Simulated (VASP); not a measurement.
# Be6N (P4mm) in VASP: a series of runs, part 2 of 2

VASP 6.6.1. The steps go on from the part before.

## 3. Single point, PBE

This run uses another cell than the first one, of 11.69 Å³/atom.

Contents of INCAR:

```
ALGO     = Normal         # electronic algorithm
EDIFF    = 1E-7           # SCF threshold, eV
ENCUT    = 520            # plane-wave cutoff, eV
GGA      = PE             # functional
ISIF     = 2              # what is computed and relaxed
ISMEAR   = 0              # smearing method
LASPH    = T              # aspherical terms in the spheres
LCHARG   = T              # write CHGCAR
LELF     = T              # ELF
LREAL    = F              # projectors in reciprocal space
LVHAR    = T            
LWAVE    = F              # write WAVECAR
NBANDS   = 18             # bands
NELM     = 80             # most SCF steps
PREC     = Accurate       # precision mode
SIGMA    = 0.1            # smearing width, eV
```

Contents of KPOINTS:

```
k-points
0
Gamma
  4 4 4
```

Contents of POSCAR:

```
Be6N
1.0
    4.5655607661      0.0000000000      0.0000000000
    0.0000000000      4.5655607661      0.0000000000
    0.0000000000      0.0000000000      3.9245527167
Be N
6 1
Direct
    0.1974999191      0.5000000000      0.0594998849
    0.8025000809      0.5000000000      0.0594998849
    0.5000000000      0.1974999191      0.0594998849
    0.5000000000      0.8025000809      0.0594998849
    0.5000000000      0.0000000000      0.5632965825
    0.0000000000      0.5000000000      0.5632965825
    0.0000000000      0.0000000000      0.8805648755
```

Potentials or basis: VASP PAW PBE potentials, release 64 (Be, N).

Launch:

```bash
cat potpaw_PBE.64/Be/POTCAR potpaw_PBE.64/N/POTCAR > POTCAR
mpirun -np 1 vasp_std > vasp.out
```

OUTCAR:

```text
EDIFF = 1E-7
   ENCUT = 520
   GGA = PE
   ISIF = 2
   ISMEAR = 0
   LASPH = T
   LREAL = F
   NELM = 80
   PREC = Accurate

 ion  position               nearest neighbor table
   1  0.197  0.500  0.059-   2 1.80   3 1.95   4 1.95   6 2.15   6 2.17
   2  0.803  0.500  0.059-   1 1.80   3 1.95   4 1.95   6 2.15   6 2.17
   3  0.500  0.197  0.059-   4 1.80   2 1.95   1 1.95   5 2.15   5 2.17
   4  0.500  0.803  0.059-   3 1.80   2 1.95   1 1.95   5 2.15   5 2.17
   5  0.500  0.000  0.563-   3 2.15   4 2.15   3 2.17   4 2.17
   6  0.000  0.500  0.563-   1 2.15   2 2.15   1 2.17   2 2.17
   7  0.000  0.000  0.881-

  LATTYP: Found a simple tetragonal cell.
 ALAT       =     4.5655607661
 C/A-ratio  =     0.8595992733

  Lattice vectors:

 A1 = (   4.5655607661,   0.0000000000,   0.0000000000)
 A2 = (   0.0000000000,   4.5655607661,   0.0000000000)
 A3 = (   0.0000000000,   0.0000000000,   3.9245527167)

Analysis of symmetry for initial positions (statically):
=====================================================================
 Subroutine PRICEL returns:
 Original cell was already a primitive cell.

 Routine SETGRP: Setting up the symmetry group for a
 simple tetragonal supercell.

 Subroutine GETGRP returns: Found  8 space group operations
 (whereof  8 operations were pure point group operations)
 out of a pool of 16 trial point group operations.

The static configuration has the point symmetry C_4v.

Analysis of symmetry for dynamics (positions and initial velocities):
=====================================================================
 Subroutine PRICEL returns:
 Original cell was already a primitive cell.

 Routine SETGRP: Setting up the symmetry group for a
 simple tetragonal supercell.

 Subroutine GETGRP returns: Found  8 space group operations
 (whereof  8 operations were pure point group operations)
 out of a pool of 16 trial point group operations.

The dynamic configuration has the point symmetry C_4v.

 Subroutine INISYM returns: Found  8 space group operations
 (whereof  8 operations are pure point group operations),
 and found     1 'primitive' translations

----------------------------------------------------------------------------------------

                                     Primitive cell

  volume of cell :      81.8047

  direct lattice vectors                    reciprocal lattice vectors
     4.565560766  0.000000000  0.000000000     0.219031145  0.000000000  0.000000000
     0.000000000  4.565560766  0.000000000     0.000000000  0.219031145  0.000000000
     0.000000000  0.000000000  3.924552717     0.000000000  0.000000000  0.254806107

  length of vectors
     4.565560766  4.565560766  3.924552717     0.219031145  0.219031145  0.254806107

  position of ions in fractional coordinates (direct lattice)
     0.197499919  0.500000000  0.059499885
     0.802500081  0.500000000  0.059499885
     0.500000000  0.197499919  0.059499885
     0.500000000  0.802500081  0.059499885
     0.500000000  0.000000000  0.563296583
     0.000000000  0.500000000  0.563296583
     0.000000000  0.000000000  0.880564875

  ion indices of the primitive-cell ions
   primitive index   ion index
                 1           1
                 2           2
                 3           3
                 4           4
[... 35 lines left out ...]
  0.250000  0.250000  0.000000      4.000000
  0.500000  0.250000  0.000000      4.000000
  0.500000  0.500000  0.000000      1.000000
[... 10 lines left out ...]
  0.500000  0.250000  0.500000      4.000000
  0.500000  0.500000  0.500000      1.000000
   k-points           NKPTS =     18   k-points in BZ     NKDIM =     18   number of bands    NBANDS=     18
   number of dos      NEDOS =    301   number of ions     NIONS =      7
   total plane-waves  NPLWV =  38880
   dimension x,y,z NGX =    36 NGY =   36 NGZ =   30
   dimension x,y,z NGXF=    72 NGYF=   72 NGZF=   60
   ions per type =               6   1
   NGX,Y,Z   is equivalent  to a cutoff of  13.11, 13.11, 12.71 a.u.
   NGXF,Y,Z  is equivalent  to a cutoff of  26.22, 26.22, 25.42 a.u.
 SYSTEM =  unknown system
   PREC   = accura    normal or accurate (medium, high low for compatibility)
   ISTART =      0    job   : 0-new  1-cont  2-samecut
   ICHARG =      2    charge: 1-file 2-atom 10-const
   ISPIN  =      1    spin polarized calculation?
   LNONCOLLINEAR =      F non collinear calculations
   LSORBIT =      F    spin-orbit coupling
   LASPH  =      T    aspherical Exc in radial PAW
   ENCUT  =  520.0 eV  38.22 Ry    6.18 a.u.   8.49  8.49  7.30*2*pi/ulx,y,z
   NELM   =     80;   NELMIN=  2; NELMDL= -5     # of ELM steps
   EDIFF  = 0.1E-06   stopping-criterion for ELM
   LREAL  =      F    real-space projection
   EDIFFG = 0.1E-05   stopping-criterion for IOM
   NSW    =      0    number of steps for IOM
   IBRION =     -1    ionic relax: 0-MD 1-quasi-New 2-CG
   NFREE  =      0    steps in history (QN), initial steepest desc. (CG)
   ISIF   =      2    stress and relaxation
   ISYM   =      2    0-nonsym 1-usesym 2-fastsym
   POTIM  = 0.5000    time-step for ionic-motion
   TEBEG  =    0.0;   TEEND  =   0.0 temperature during run
   PSTRESS=    0.0 pullay stress
   NELECT =      17.0000    total number of electrons
   NUPDOWN=      -1.0000    fix difference up-down
   EMIN   =  10.00;   EMAX   =-10.00  energy-range for DOS
   EFERMI =   0.00;   METHOD = LEGACY
   ISMEAR =     0;   SIGMA  =   0.10  broadening in eV -4-tet -1-fermi 0-gaus
   EFERMI_NEDOS =   21; number of points for ismear=-14 and -15
   IALGO  =     38    algorithm
   IMIX   =      4    mixing-type and parameters
     AMIX     =   0.40;   BMIX     =  1.00
     AMIX_MAG =   1.60;   BMIX_MAG =  1.00
  volume/ion in A,a.u.               =      11.69        78.86
  Fermi-wavevector in a.u.,A,eV,Ry     =   0.969687  1.832443 12.793467  0.940293
  Thomas-Fermi vector in A             =   2.099760
   LORBIT       =      0    0 simple, 1 ext, 2 COOP (PROOUT), +10 PAW based schemes
   GGA     = PE    functional components
   LHFCALC =     F    Hartree Fock is set to
   AEXX    =    0.0000 exact exchange contribution
   IVDW    =     0    specifies the selected vdW correction
   LEPSILON=     F    determine dielectric tensor
   LRPA    =     F    only Hartree local field effects (RPA)
 non-spin polarized calculation
 Gauss-broadening in eV      SIGMA  =   0.10
  energy-cutoff  :      520.00
  volume of cell :       81.80
 maximum number of plane-waves:      2216
 NGX is ok and might be reduce to    36
   NGX = 17   NGY = 17   NGZ = 15

 number of electron      17.0000000 magnetization

 Free energy of the ion-electron system (eV)
  ---------------------------------------------------
  ext. energy  EPLUGINS =         0.00000000
  ---------------------------------------------------
  free energy    TOTEN  =       -20.68703994 eV

  energy without entropy =      -20.66477665  energy(sigma->0) =      -20.67590829

 E-fermi :   2.8105     XC(G=0):  -9.2435

 val. band max:        2.7902462263   @ k =   0.5000   0.0000   0.2500
 cond. band min:       2.8274931732   @ k =   0.2500   0.0000   0.2500
 fundamental gap:      0.0372469469
 Fermi energy:         2.8105224124

 k-point     1 :       0.0000    0.0000    0.0000
  band No.  band energies     occupation
      1     -10.1835      2.00000
      2      -3.8221      2.00000
      3      -1.1343      2.00000
      4      -1.1343      2.00000
      5      -0.3722      2.00000
      6       0.4647      2.00000
[... 355 lines left out ...]
      5      -0.2450      2.00000
      6      -0.2450      2.00000
[... 10 lines left out ...]
     17      10.9952      0.00000
     18      11.8078      0.00000

------------------------ aborting loop because EDIFF is reached ----------------------------------------

  FORCE on cell =-STRESS in cart. coord.  units (eV):
  Direction    XX          YY          ZZ          XY          YZ          ZX
  --------------------------------------------------------------------------------------
  -------------------------------------------------------------------------------------
  Total       -0.1413290     -0.1413290      0.0971865      0.0000000      0.0000000      0.0000000
  in kB       -2.7679825     -2.7679825      1.9034344      0.0000000      0.0000000      0.0000000
  external PRESSURE =      -1.2108435 kB  Pullay stress =       0.0000000 kB

 VOLUME and BASIS-vectors are now :
 -----------------------------------------------------------------------------
  energy-cutoff  :      520.00
  volume of cell :       81.80
      direct lattice vectors                 reciprocal lattice vectors
     4.565560766  0.000000000  0.000000000     0.219031145  0.000000000  0.000000000
     0.000000000  4.565560766  0.000000000     0.000000000  0.219031145  0.000000000
     0.000000000  0.000000000  3.924552717     0.000000000  0.000000000  0.254806107

 POSITION                                       TOTAL-FORCE (eV/Angst)
 -----------------------------------------------------------------------------------
      0.90170      2.28278      0.23351         0.035041     -0.000000      0.015656
      3.66386      2.28278      0.23351        -0.035041      0.000000      0.015656
      2.28278      0.90170      0.23351         0.000000      0.035041      0.015656
      2.28278      3.66386      0.23351        -0.000000     -0.035041      0.015656
      2.28278      0.00000      2.21069        -0.000000      0.000000     -0.021583
      0.00000      2.28278      2.21069        -0.000000     -0.000000     -0.021583
      0.00000      0.00000      3.45582        -0.000000      0.000000     -0.019457
 -----------------------------------------------------------------------------------
    total drift:                               -0.000000     -0.000000     -0.000124

  FREE ENERGIE OF THE ION-ELECTRON SYSTEM (eV)
  ---------------------------------------------------
  free  energy   TOTEN  =       -20.6870399408 eV

  energy  without entropy=      -20.6647766452  energy(sigma->0) =      -20.67590829
```

Wall time 10 s (1 thread of Intel Xeon 6975P-C (Granite Rapids), shared host); peak memory 0.18 GiB.

Results:

```
Free energy            : -20.6870 eV
Pressure               : -0.1 GPa
Largest force          : 0.038 eV/Å
Band gap on the k mesh : zero (an odd number of electrons rules out a gap without spin polarisation)
```

Forces on the atoms (eV/Å):
```
Be   0.035  0.000  0.016
Be  -0.035  0.000  0.016
Be   0.000  0.035  0.016
Be   0.000 -0.035  0.016
Be   0.000  0.000 -0.022
Be   0.000  0.000 -0.022
N    0.000  0.000 -0.019
```

Levels at points of the mesh, in eV from the Fermi level:
```tsv
k point	band 4	band 5	band 6	band 7	band 8	band 9	band 10	band 11	band 12	band 13
(0.00, 0.00, 0.00)	-3.94	-3.18	-2.35	-1.73	-0.81	0.98	0.98	1.12	2.49	4.32
(0.50, 0.00, 0.00)	-3.46	-3.22	-1.41	-1.28	-0.83	-0.14	1.28	1.29	3.11	3.35
(0.50, 0.50, 0.00)	-5.81	-1.23	-1.00	-1.00	-0.36	1.54	1.54	2.12	2.77	2.90
(0.00, 0.00, 0.50)	-3.23	-3.23	-2.73	-1.89	-0.38	-0.26	0.19	0.19	2.41	2.41
(0.50, 0.00, 0.50)	-4.46	-2.97	-2.93	-2.64	-0.26	0.78	0.90	1.20	2.05	2.15
(0.50, 0.50, 0.50)	-4.66	-3.06	-3.06	-2.82	-2.55	1.35	1.35	1.57	3.22	3.22
```

Caveat: the k points lie up to 0.40 Å⁻¹ apart, too coarse for converged energies and pressures of a metal.

The gap in the log of VASP goes by the Fermi energy; the results here count the filled bands.